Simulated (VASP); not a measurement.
Set up this calculation in VASP 6.6.1, as the native input.

```yaml
Task: single point
Functional: PBE
Potentials_or_basis: VASP PAW PBE potentials, release 64 (Au)
Cutoff: 520 eV
k_mesh: 17 × 17 × 17
Occupations: fermi-dirac, width 0.05 eV
Spin: no spin polarisation
Dipole_correction: no
Further_INCAR_settings: ALGO = Normal; EDIFF = 1e-06; NBANDS = 12
```

The structure of Au lies in POSCAR:

```
Au
1.0
    0.0000000000      2.0786344967      2.0786344967
    2.0786344967      0.0000000000      2.0786344967
    2.0786344967      2.0786344967      0.0000000000
Au
1
Direct
    0.0000000000      0.0000000000      0.0000000000
```

These files were run (other wordings do the same):

INCAR

```
SYSTEM = Au
PREC = Accurate
ENCUT = 520
EDIFF = 1E-6
ISMEAR = -1
SIGMA = 0.05
LREAL = .False.
LASPH = .True.
NELM = 100
ALGO = Normal
ISIF = 2
LWAVE = .False.
LCHARG = .False.
GGA = PE
NBANDS = 12
```

KPOINTS

```
regular mesh
0
Gamma
  17 17 17
  0 0 0
```

Potentials or basis: VASP PAW PBE potentials, release 64 (Au).

The run is started by

```console
$ cat potpaw_PBE.64/Au/POTCAR > POTCAR
$ mpirun -np 1 vasp_std > vasp.out
```

Results of the run:

```yaml
Pressure: -0.2 GPa
Band_gap_on_the_k_mesh: zero (an odd number of electrons rules out a gap without spin polarisation)
```

Caveat: spin-orbit coupling is left out, which moves the levels of the heavy elements.

Run time: 14 s on 1 thread of AMD EPYC 9R45 96-Core Processor (Zen 5), with other jobs on the host, peak memory 0.14 GiB.
